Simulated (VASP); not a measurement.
# ZnO2 (Pa-3) in VASP: notebook, part 2 of 2

VASP 6.6.1. The steps go on from the part before.

## Step 3: Single point, r2SCAN

This run uses another cell than the first one, of 9.64 Å³/atom.

Input file POSCAR:

```
ZnO2
1.0
    4.8726621375      0.0000000000      0.0000000000
    0.0000000000      4.8726621375      0.0000000000
    0.0000000000      0.0000000000      4.8726621375
Zn O
4 8
Direct
    0.0000000000      0.5000000000      0.5000000000
    0.5000000000      0.5000000000      0.0000000000
    0.5000000000      0.0000000000      0.5000000000
    0.0000000000      0.0000000000      0.0000000000
    0.4122329483      0.0877670517      0.9122329483
    0.0877670517      0.9122329483      0.4122329483
    0.9122329483      0.4122329483      0.0877670517
    0.5877670517      0.5877670517      0.5877670517
    0.4122329483      0.4122329483      0.4122329483
    0.0877670517      0.5877670517      0.9122329483
    0.9122329483      0.0877670517      0.5877670517
    0.5877670517      0.9122329483      0.0877670517
```

Input file INCAR.step1:

```
  ALGO = Normal
  EDIFF = 1E-4
  ENCUT = 520
  GGA = PE
  ISMEAR = 0
  LASPH = True
  LCHARG = False
  LREAL = False
  LWAVE = True
  NBANDS = 60
  NELM = 100
  PREC = Accurate
  SIGMA = 0.02
```

Input file INCAR.step2:

```
  ALGO = Normal
  EDIFF = 1E-6
  ENCUT = 520
  ISIF = 2
  ISMEAR = 0
  ISTART = 1
  LASPH = True
  LCHARG = False
  LMIXTAU = True
  LREAL = False
  LWAVE = False
  METAGGA = R2SCAN
  NBANDS = 60
  NELM = 100
  PREC = Accurate
  SIGMA = 0.02
```

Input file KPOINTS:

```
k-points
0
Gamma
  6 6 6
```

Potentials or basis: VASP PAW PBE potentials, release 64 (Zn, O).

On the command line:

```bash
cat potpaw_PBE.64/Zn/POTCAR potpaw_PBE.64/O/POTCAR > POTCAR
cp INCAR.step1 INCAR
mpirun -np 1 vasp_std > vasp.out
cp INCAR.step2 INCAR
mpirun -np 1 vasp_std > vasp.out
```

OUTCAR:

```text
EDIFF = 1E-6
   ENCUT = 520
   ISIF = 2
   ISMEAR = 0
   ISTART = 1
   LASPH = True
   LREAL = False
   METAGGA = R2SCAN
   NELM = 100
   PREC = Accurate

 ion  position               nearest neighbor table
   1  0.000  0.500  0.500-   6 2.10   7 2.10   8 2.10   9 2.10  10 2.10  11 2.10
   2  0.500  0.500  0.000-   5 2.10   7 2.10   8 2.10   9 2.10  10 2.10  12 2.10
   3  0.500  0.000  0.500-   5 2.10   6 2.10   8 2.10   9 2.10  11 2.10  12 2.10
   4  0.000  0.000  0.000-   5 2.10   6 2.10   7 2.10  10 2.10  11 2.10  12 2.10
   5  0.412  0.088  0.912-  12 1.48   3 2.10   4 2.10   2 2.10
   6  0.088  0.912  0.412-  11 1.48   3 2.10   4 2.10   1 2.10
   7  0.912  0.412  0.088-  10 1.48   2 2.10   4 2.10   1 2.10
   8  0.588  0.588  0.588-   9 1.48   2 2.10   3 2.10   1 2.10
   9  0.412  0.412  0.412-   8 1.48   2 2.10   3 2.10   1 2.10
  10  0.088  0.588  0.912-   7 1.48   2 2.10   4 2.10   1 2.10
  11  0.912  0.088  0.588-   6 1.48   3 2.10   4 2.10   1 2.10
  12  0.588  0.912  0.088-   5 1.48   3 2.10   4 2.10   2 2.10

  LATTYP: Found a simple cubic cell.
 ALAT       =     4.8726621375
[... 216 lines left out ...]
      6     -14.1878      2.00000
[... 1501 lines left out ...]
     59      10.7015      0.00000
     60      10.7015      0.00000

------------------------ aborting loop because EDIFF is reached ----------------------------------------

  FORCE on cell =-STRESS in cart. coord.  units (eV):
  Direction    XX          YY          ZZ          XY          YZ          ZX
  --------------------------------------------------------------------------------------
  -------------------------------------------------------------------------------------
  Total        1.2333478      1.2333478      1.2333478      0.0000000      0.0000000      0.0000000
  in kB       17.0803694     17.0803694     17.0803694      0.0000000      0.0000000      0.0000000
  external PRESSURE =      17.0803694 kB  Pullay stress =       0.0000000 kB

 VOLUME and BASIS-vectors are now :
 -----------------------------------------------------------------------------
  energy-cutoff  :      520.00
  volume of cell :      115.69
      direct lattice vectors                 reciprocal lattice vectors
     4.872662137  0.000000000  0.000000000     0.205226624  0.000000000  0.000000000
     0.000000000  4.872662137  0.000000000     0.000000000  0.205226624  0.000000000
     0.000000000  0.000000000  4.872662137     0.000000000  0.000000000  0.205226624

 POSITION                                       TOTAL-FORCE (eV/Angst)
 -----------------------------------------------------------------------------------
      0.00000      2.43633      2.43633         0.000000      0.000000      0.000000
      2.43633      2.43633      0.00000         0.000000      0.000000      0.000000
      2.43633      0.00000      2.43633         0.000000      0.000000      0.000000
      0.00000      0.00000      0.00000         0.000000      0.000000      0.000000
      2.00867      0.42766      4.44500        -0.132146      0.132146     -0.132146
      0.42766      4.44500      2.00867         0.132146     -0.132146     -0.132146
      4.44500      2.00867      0.42766        -0.132146     -0.132146      0.132146
      2.86399      2.86399      2.86399         0.132146      0.132146      0.132146
      2.00867      2.00867      2.00867        -0.132146     -0.132146     -0.132146
      0.42766      2.86399      4.44500         0.132146      0.132146     -0.132146
      4.44500      0.42766      2.86399        -0.132146      0.132146      0.132146
      2.86399      4.44500      0.42766         0.132146     -0.132146      0.132146
 -----------------------------------------------------------------------------------
    total drift:                                0.000000      0.000000      0.000000

  FREE ENERGIE OF THE ION-ELECTRON SYSTEM (eV)
  ---------------------------------------------------
  free  energy   TOTEN  =       -94.2048329811 eV

  energy  without entropy=      -94.2048329811  energy(sigma->0) =      -94.20483298
```

OUTCAR.step1:

```text
EDIFF = 1E-4
   ENCUT = 520
   GGA = PE
   ISMEAR = 0
[... 1771 lines left out ...]
      2.00867      2.00867      2.00867        -0.132524     -0.132524     -0.132524
      0.42766      2.86399      4.44500         0.132524      0.132524     -0.132524
      4.44500      0.42766      2.86399        -0.132524      0.132524      0.132524
      2.86399      4.44500      0.42766         0.132524     -0.132524      0.132524
 -----------------------------------------------------------------------------------
    total drift:                                0.000000      0.000000      0.000000

  FREE ENERGIE OF THE ION-ELECTRON SYSTEM (eV)
  ---------------------------------------------------
  free  energy   TOTEN  =       -52.7399237735 eV

  energy  without entropy=      -52.7399237735  energy(sigma->0) =      -52.73992377
```

Run time: 8.6 min. Hardware: 1 thread of Intel Xeon 8259CL, shared host; peak memory 0.29 GiB.

What came out:

| Property | Result |
| --- | --- |
| Free energy | -94.2048 eV |
| Pressure | 1.7 GPa |
| Largest force | 0.229 eV/Å |
| Band gap on the k mesh | 2.87 eV (least direct gap 3.01 eV) |

Forces in eV/Å, atoms in the order of the input:
```
Zn   0.000  0.000  0.000
Zn   0.000  0.000  0.000
Zn   0.000  0.000  0.000
Zn   0.000  0.000  0.000
O   -0.132  0.132 -0.132
O    0.132 -0.132 -0.132
O   -0.132 -0.132  0.132
O    0.132  0.132  0.132
O   -0.132 -0.132 -0.132
O    0.132  0.132 -0.132
O   -0.132  0.132  0.132
O    0.132 -0.132  0.132
```

Levels at points of the mesh, in eV from the valence-band top:
```tsv
k point	band 44	band 45	band 46	band 47	band 48	band 49	band 50	band 51	band 52	band 53
(0.00, 0.00, 0.00)	-0.29	-0.29	-0.29	0.00	0.00	3.70	3.87	3.87	3.87	4.06
(0.50, 0.00, 0.00)	-1.66	-1.37	-1.37	-0.20	-0.20	3.09	3.09	3.90	3.90	6.36
(0.50, 0.50, 0.00)	-1.94	-1.32	-1.32	-1.32	-1.32	3.57	3.57	3.57	3.57	7.09
(0.50, 0.50, 0.50)	-2.34	-2.16	-2.16	-2.16	-2.16	4.15	4.15	4.15	4.15	7.51
```

Caveat: the PAW data sets were made with another functional, which shifts forces and pressure a little.
